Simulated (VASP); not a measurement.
# NaI (I4/mmm) in VASP: a series of runs

The runs below take NaI through single point, with r2SCAN.

Everything below comes from runs of VASP 6.6.1. Logs are shortened: lines on timing, memory, paths and dates and some standing lists are left out, and cuts for length are marked.

### Step 1. The cell of the first run

The structure is tetragonal, space group I4/mmm (No. 139). The conventional cell has a = 4.646 Å, b = 4.646 Å, c = 6.667 Å, α = 90.00°, β = 90.00°, γ = 90.00°. Na (site symmetry 4/mmm) has 6 I at 3.28 to 3.33 Å within 4.3 Å. Within 4.3 Å of I (site symmetry 4/mmm) lie 6 Na at 3.28 to 3.33 Å.

### Step 2. Single point, r2SCAN (strain +0.015 along x and y, +0.030 along z)

File POSCAR:

```
NaI
1.0
    0.0000000000      3.2849460000      3.3334920000
    3.2849460000      0.0000000000      3.3334920000
    3.2849460000      3.2849460000      0.0000000000
Na I
1 1
Direct
    0.0000000000      0.0000000000      0.0000000000
    0.5000000000      0.5000000000      0.5000000000
```

File INCAR.step1:

```
ALGO = Normal ; EDIFF = 1E-4
ENCUT = 520 ; GGA = PE
ISMEAR = 0 ; LASPH = T
LCHARG = F ; LREAL = F
LWAVE = T ; NBANDS = 14
NELM = 60 ; PREC = Accurate
SIGMA = 0.05
```

File INCAR.step2:

```
ALGO = Normal ; EDIFF = 1E-6
ENCUT = 520 ; ISIF = 2
ISMEAR = 0 ; ISTART = 1
LASPH = T ; LCHARG = F
LMIXTAU = T ; LREAL = F
LWAVE = F ; METAGGA = R2SCAN
NBANDS = 14 ; NELM = 60
PREC = Accurate ; SIGMA = 0.05
```

File KPOINTS:

```
k-points
0
Gamma
  6 6 6
```

Potentials or basis: VASP PAW PBE potentials, release 64 (Na_pv, I).

On the command line:

```sh
$ cat potpaw_PBE.64/Na_pv/POTCAR potpaw_PBE.64/I/POTCAR > POTCAR
$ cp INCAR.step1 INCAR
$ mpirun -np 1 vasp_std > vasp.out
$ cp INCAR.step2 INCAR
$ mpirun -np 1 vasp_std > vasp.out
```

OUTCAR:

```text
EDIFF = 1E-6
   ENCUT = 520
   ISIF = 2
   ISMEAR = 0
   ISTART = 1
   LASPH = T
   LREAL = F
   METAGGA = R2SCAN
   NELM = 60
   PREC = Accurate

 ion  position               nearest neighbor table
   1  0.000  0.000  0.000-
   2  0.500  0.500  0.500-

  LATTYP: Found a body centered tetragonal cell.
 ALAT       =     4.6456151849
 C/A-ratio  =     1.4351132702

  Lattice vectors:

 A1 = (  -3.2849460000,   0.0000000000,   3.3334920000)
 A2 = (   3.2849460000,   0.0000000000,   3.3334920000)
 A3 = (   0.0000000000,   3.2849460000,  -3.3334920000)

Analysis of symmetry for initial positions (statically):
=====================================================================
 Subroutine PRICEL returns:
 Original cell was already a primitive cell.

 Routine SETGRP: Setting up the symmetry group for a
 body centered tetragonal supercell.

 Subroutine GETGRP returns: Found 16 space group operations
 (whereof 16 operations were pure point group operations)
 out of a pool of 16 trial point group operations.

The static configuration has the point symmetry D_4h.

Analysis of symmetry for dynamics (positions and initial velocities):
=====================================================================
 Subroutine PRICEL returns:
 Original cell was already a primitive cell.

 Routine SETGRP: Setting up the symmetry group for a
 body centered tetragonal supercell.

 Subroutine GETGRP returns: Found 16 space group operations
 (whereof 16 operations were pure point group operations)
 out of a pool of 16 trial point group operations.

The dynamic configuration has the point symmetry D_4h.

 Subroutine INISYM returns: Found 16 space group operations
 (whereof 16 operations are pure point group operations),
 and found     1 'primitive' translations

----------------------------------------------------------------------------------------

                                     Primitive cell

  volume of cell :      71.9426

  direct lattice vectors                    reciprocal lattice vectors
     0.000000000  3.284946000  3.333492000    -0.152209504  0.152209504  0.149992860
     3.284946000  0.000000000  3.333492000     0.152209504 -0.152209504  0.149992860
     3.284946000  3.284946000  0.000000000     0.152209504  0.152209504 -0.149992860

  length of vectors
     4.680068283  4.680068283  4.645615185     0.262361057  0.262361057  0.262361057

  position of ions in fractional coordinates (direct lattice)
     0.000000000  0.000000000  0.000000000
     0.500000000  0.500000000  0.500000000

  ion indices of the primitive-cell ions
   primitive index   ion index
                 1           1
                 2           2

----------------------------------------------------------------------------------------

 KPOINTS: k-points

Automatic generation of k-mesh.
 Grid dimensions read from file:
 generate k-points for:    6    6    6

 Generating k-lattice:

  Cartesian coordinates                     Fractional coordinates (reciprocal lattice)
    -0.025368251  0.025368251  0.024998810     0.166666667  0.000000000  0.000000000
     0.025368251 -0.025368251  0.024998810     0.000000000  0.166666667  0.000000000
     0.025368251  0.025368251 -0.024998810     0.000000000  0.000000000  0.166666667

  Length of vectors
     0.043726843  0.043726843  0.043726843

  Shift w.r.t. Gamma in fractional coordinates (k-lattice)
     0.000000000  0.000000000  0.000000000

 Subroutine IBZKPT returns following result:
 ===========================================

 Found     30 irreducible k-points:

 Following reciprocal coordinates:
            Coordinates               Weight
  0.000000  0.000000  0.000000      1.000000
  0.166667  0.000000  0.000000      8.000000
  0.333333  0.000000  0.000000      8.000000
  0.500000  0.000000  0.000000      4.000000
  0.166667  0.166667  0.000000      2.000000
  0.333333  0.166667  0.000000      8.000000
[... 16 lines left out ...]
  0.333333  0.000000  0.333333      4.000000
  0.500000  0.000000  0.333333     16.000000
 [... further k-points ...]
   k-points           NKPTS =     30   k-points in BZ     NKDIM =     30   number of bands    NBANDS=     14
   number of dos      NEDOS =    301   number of ions     NIONS =      2
   total plane-waves  NPLWV =  46656
   dimension x,y,z NGX =    36 NGY =   36 NGZ =   36
   dimension x,y,z NGXF=    72 NGYF=   72 NGZF=   72
   ions per type =               1   1
   NGX,Y,Z   is equivalent  to a cutoff of  12.79, 12.79, 12.88 a.u.
   NGXF,Y,Z  is equivalent  to a cutoff of  25.58, 25.58, 25.77 a.u.
 SYSTEM =  unknown system
   PREC   = accura    normal or accurate (medium, high low for compatibility)
   ISTART =      1    job   : 0-new  1-cont  2-samecut
   ICHARG =      0    charge: 1-file 2-atom 10-const
   ISPIN  =      1    spin polarized calculation?
   LNONCOLLINEAR =      F non collinear calculations
   LSORBIT =      F    spin-orbit coupling
   LASPH  =      T    aspherical Exc in radial PAW
   ENCUT  =  520.0 eV  38.22 Ry    6.18 a.u.   8.70  8.70  8.64*2*pi/ulx,y,z
   NELM   =     60;   NELMIN=  2; NELMDL=  0     # of ELM steps
   EDIFF  = 0.1E-05   stopping-criterion for ELM
   LREAL  =      F    real-space projection
   EDIFFG = 0.1E-04   stopping-criterion for IOM
   NSW    =      0    number of steps for IOM
   IBRION =     -1    ionic relax: 0-MD 1-quasi-New 2-CG
   NFREE  =      0    steps in history (QN), initial steepest desc. (CG)
   ISIF   =      2    stress and relaxation
   ISYM   =      2    0-nonsym 1-usesym 2-fastsym
   POTIM  = 0.5000    time-step for ionic-motion
   TEBEG  =    0.0;   TEEND  =   0.0 temperature during run
   PSTRESS=    0.0 pullay stress
   NELECT =      14.0000    total number of electrons
   NUPDOWN=      -1.0000    fix difference up-down
   EMIN   =  10.00;   EMAX   =-10.00  energy-range for DOS
   EFERMI =   0.00;   METHOD = LEGACY
   ISMEAR =     0;   SIGMA  =   0.05  broadening in eV -4-tet -1-fermi 0-gaus
   EFERMI_NEDOS =   21; number of points for ismear=-14 and -15
   IALGO  =     38    algorithm
   IMIX   =      4    mixing-type and parameters
     AMIX     =   0.40;   BMIX     =  1.00
     AMIX_MAG =   1.60;   BMIX_MAG =  1.00
  volume/ion in A,a.u.               =      35.97       242.75
  Fermi-wavevector in a.u.,A,eV,Ry     =   0.948685  1.792755 12.245298  0.900004
  Thomas-Fermi vector in A             =   2.076897
   LORBIT       =      0    0 simple, 1 ext, 2 COOP (PROOUT), +10 PAW based schemes
   METAGGA = R2SCAN    functional components
   LHFCALC =     F    Hartree Fock is set to
   AEXX    =    0.0000 exact exchange contribution
   IVDW    =     0    specifies the selected vdW correction
   LEPSILON=     F    determine dielectric tensor
   LRPA    =     F    only Hartree local field effects (RPA)
 non-spin polarized calculation
 Gauss-broadening in eV      SIGMA  =   0.05
  energy-cutoff  :      520.00
  volume of cell :       71.94
 maximum number of plane-waves:      1952
   NGX = 17   NGY = 17   NGZ = 17

 number of electron      14.0000003 magnetization

 Free energy of the ion-electron system (eV)
  ---------------------------------------------------
  ext. energy  EPLUGINS =         0.00000000
  ---------------------------------------------------
  free energy    TOTEN  =       -31.06874869 eV

  energy without entropy =      -31.06874869  energy(sigma->0) =      -31.06874869

 E-fermi :   0.3255     XC(G=0):  -7.8168

 val. band max:        0.0942044893   @ k =   0.0000   0.0000   0.0000
 cond. band min:       4.3488974933   @ k =   0.0000   0.0000   0.0000
 fundamental gap:      4.2546930041
 Fermi energy:         0.3254678469

 k-point     1 :       0.0000    0.0000    0.0000
  band No.  band energies     occupation
      1     -23.2395      2.00000
      2     -23.2376      2.00000
      3     -23.2375      2.00000
      4     -11.1150      2.00000
      5       0.0772      2.00000
      6       0.0772      2.00000
      7       0.0942      2.00000
      8       4.3489      0.00000
      9       8.4925      0.00000
     10       8.5845      0.00000
     11       8.5845      0.00000
     12      10.2356      0.00000
     13      10.3903      0.00000
     14      11.1247      0.00000

 k-point     2 :       0.1667    0.0000    0.0000
  band No.  band energies     occupation
      1     -23.2399      2.00000
      2     -23.2380      2.00000
      3     -23.2377      2.00000
      4     -11.0489      2.00000
      5      -0.5585      2.00000
      6       0.0124      2.00000
      7       0.0149      2.00000
      8       5.0997      0.00000
      9       8.0674      0.00000
     10       8.7017      0.00000
     11       8.7885      0.00000
     12       9.8169      0.00000
     13       9.9027      0.00000
     14      11.5787      0.00000

 k-point     3 :       0.3333    0.0000    0.0000
  band No.  band energies     occupation
      1     -23.2413      2.00000
      2     -23.2387      2.00000
      3     -23.2377      2.00000
      4     -10.9097      2.00000
      5      -1.5057      2.00000
      6      -0.1240      2.00000
      7      -0.1097      2.00000
      8       5.7518      0.00000
      9       8.2899      0.00000
     10       8.4065      0.00000
     11       8.5905      0.00000
     12      10.8753      0.00000
     13      10.8913      0.00000
     14      10.9370      0.00000
[... 324 lines left out ...]
 k-point    23 :       0.3333    0.0000    0.3333
  band No.  band energies     occupation
      1     -23.2403      2.00000
      2     -23.2397      2.00000
      3     -23.2385      2.00000
      4     -10.8494      2.00000
      5      -1.3729      2.00000
      6      -0.4792      2.00000
      7      -0.4304      2.00000
      8       5.7867      0.00000
      9       6.5505      0.00000
     10       8.8190      0.00000
     11      10.5386      0.00000
     12      10.6671      0.00000
     13      11.4187      0.00000
     14      14.6810      0.00000

 k-point    24 :       0.5000    0.0000    0.3333
  band No.  band energies     occupation
      1     -23.2408      2.00000
      2     -23.2399      2.00000
      3     -23.2388      2.00000
      4     -10.7801      2.00000
      5      -1.5389      2.00000
      6      -0.7937      2.00000
      7      -0.5099      2.00000
      8       5.7676      0.00000
      9       6.7765      0.00000
     10       9.1554      0.00000
     11      10.1464      0.00000
     12      11.4659      0.00000
     13      13.0113      0.00000
     14      13.7853      0.00000

 [... further k-points ...]

------------------------ aborting loop because EDIFF is reached ----------------------------------------

  FORCE on cell =-STRESS in cart. coord.  units (eV):
  Direction    XX          YY          ZZ          XY          YZ          ZX
  --------------------------------------------------------------------------------------
  -------------------------------------------------------------------------------------
  Total       -0.4052359     -0.4052359     -0.5335670      0.0000000      0.0000000     -0.0000000
  in kB       -9.0246967     -9.0246967    -11.8826609      0.0000000      0.0000000     -0.0000000
  external PRESSURE =      -9.9773515 kB  Pullay stress =       0.0000000 kB

 VOLUME and BASIS-vectors are now :
 -----------------------------------------------------------------------------
  energy-cutoff  :      520.00
  volume of cell :       71.94
      direct lattice vectors                 reciprocal lattice vectors
     0.000000000  3.284946000  3.333492000    -0.152209504  0.152209504  0.149992860
     3.284946000  0.000000000  3.333492000     0.152209504 -0.152209504  0.149992860
     3.284946000  3.284946000  0.000000000     0.152209504  0.152209504 -0.149992860

 POSITION                                       TOTAL-FORCE (eV/Angst)
 -----------------------------------------------------------------------------------
      0.00000      0.00000      0.00000         0.000000     -0.000000     -0.000000
      3.28495      3.28495      3.33349        -0.000000      0.000000      0.000000
 -----------------------------------------------------------------------------------
    total drift:                                0.000000      0.000000      0.000000

  FREE ENERGIE OF THE ION-ELECTRON SYSTEM (eV)
  ---------------------------------------------------
  free  energy   TOTEN  =       -31.0687486898 eV

  energy  without entropy=      -31.0687486898  energy(sigma->0) =      -31.06874869
```

Wall time 1.9 min (1 thread of AMD EPYC 7R43 (Zen 3), shared host); peak memory 0.19 GiB.

Results:

- Free energy: -31.0687 eV
- Pressure: -1.0 GPa
- Band gap on the k mesh: 4.25 eV, direct

Stress tensor (GPa, compression positive):
```
-0.90  0.00  0.00
 0.00 -0.90  0.00
 0.00  0.00 -1.19
```

Levels at points of the mesh, in eV from the valence-band top:
```csv
k point,band 4,band 5,band 6,band 7,band 8,band 9,band 10,band 11
"(0.00, 0.00, 0.00)",-11.21,-0.02,-0.02,0.00,4.25,8.40,8.49,8.49
"(0.50, 0.00, 0.00)",-10.93,-1.99,-0.28,-0.26,5.65,7.95,8.06,9.31
"(0.50, 0.50, 0.00)",-10.87,-1.76,-0.67,-0.67,5.18,6.13,10.25,11.95
"(0.50, 0.00, 0.50)",-10.85,-1.76,-0.73,-0.68,5.17,6.09,10.35,11.77
```

Caveat: the cell differs from its parent crystal (strain +0.015 along x and y, +0.030 along z); the PAW data sets were made with another functional, which shifts forces and pressure a little; spin-orbit coupling is left out, which moves the levels of the heavy elements.

### Step 3. Single point, r2SCAN (strain +0.030 along x and y, +0.015 along z)

File POSCAR:

```
NaI
1.0
    0.0000000000      3.3334920000      3.2849460000
    3.3334920000      0.0000000000      3.2849460000
    3.3334920000      3.3334920000      0.0000000000
Na I
1 1
Direct
    0.0000000000      0.0000000000      0.0000000000
    0.5000000000      0.5000000000      0.5000000000
```

File INCAR.step1:

```
SYSTEM = NaI
ALGO     = Normal         ! electronic algorithm
EDIFF    = 1E-4           ! SCF threshold, eV
ENCUT    = 520            ! plane-wave cutoff, eV
GGA      = PE             ! functional
ISMEAR   = 0              ! smearing method
LASPH    = .TRUE.         ! aspherical terms in the spheres
LCHARG   = .FALSE.        ! write CHGCAR
LREAL    = .FALSE.        ! projectors in reciprocal space
LWAVE    = .TRUE.         ! write WAVECAR
NBANDS   = 14             ! bands
NELM     = 60             ! most SCF steps
PREC     = Accurate       ! precision mode
SIGMA    = 0.05           ! smearing width, eV
```

File INCAR.step2:

```
SYSTEM = NaI
ALGO     = Normal         ! electronic algorithm
EDIFF    = 1E-7           ! SCF threshold, eV
ENCUT    = 520            ! plane-wave cutoff, eV
ISIF     = 2              ! what is computed and relaxed
ISMEAR   = 0              ! smearing method
ISTART   = 1            
LASPH    = .TRUE.         ! aspherical terms in the spheres
LCHARG   = .FALSE.        ! write CHGCAR
LMIXTAU  = .TRUE.       
LREAL    = .FALSE.        ! projectors in reciprocal space
LWAVE    = .FALSE.        ! write WAVECAR
METAGGA  = R2SCAN         ! meta-GGA
NBANDS   = 14             ! bands
NELM     = 60             ! most SCF steps
PREC     = Accurate       ! precision mode
SIGMA    = 0.05           ! smearing width, eV
```

File KPOINTS:

```
k-points
0
G
  6 6 6
  0 0 0
```

Potentials or basis: VASP PAW PBE potentials, release 64 (Na_pv, I).

On the command line:

```sh
$ cat potpaw_PBE.64/Na_pv/POTCAR potpaw_PBE.64/I/POTCAR > POTCAR
$ cp INCAR.step1 INCAR
$ mpirun -np 1 vasp_std > vasp.out
$ cp INCAR.step2 INCAR
$ mpirun -np 1 vasp_std > vasp.out
```

Wall time 2.5 min (1 thread of AMD EPYC 7R43 (Zen 3), shared host); peak memory 0.19 GiB.

Results (log left out):

```
Free energy            : -31.0614 eV
Pressure               : -1.2 GPa
Band gap on the k mesh : 4.22 eV, direct
```

Stress tensor (GPa, compression positive):
```
-1.27  0.00  0.00
 0.00 -1.27  0.00
 0.00  0.00 -1.01
```

Levels at points of the mesh, in eV from the valence-band top:
| k point | band 4 | band 5 | band 6 | band 7 | band 8 | band 9 | band 10 | band 11 |
| --- | --- | --- | --- | --- | --- | --- | --- | --- |
| (0.00, 0.00, 0.00) | -11.17 | -0.02 | 0.00 | 0.00 | 4.22 | 8.43 | 8.43 | 8.52 |
| (0.50, 0.00, 0.00) | -10.90 | -1.94 | -0.27 | -0.25 | 5.65 | 7.94 | 8.05 | 9.21 |
| (0.50, 0.50, 0.00) | -10.83 | -1.71 | -0.69 | -0.69 | 5.15 | 6.11 | 10.30 | 11.78 |
| (0.50, 0.00, 0.50) | -10.84 | -1.71 | -0.69 | -0.63 | 5.17 | 6.15 | 10.19 | 11.72 |

Caveat: the cell differs from its parent crystal (strain +0.030 along x and y, +0.015 along z); the PAW data sets were made with another functional, which shifts forces and pressure a little; spin-orbit coupling is left out, which moves the levels of the heavy elements.
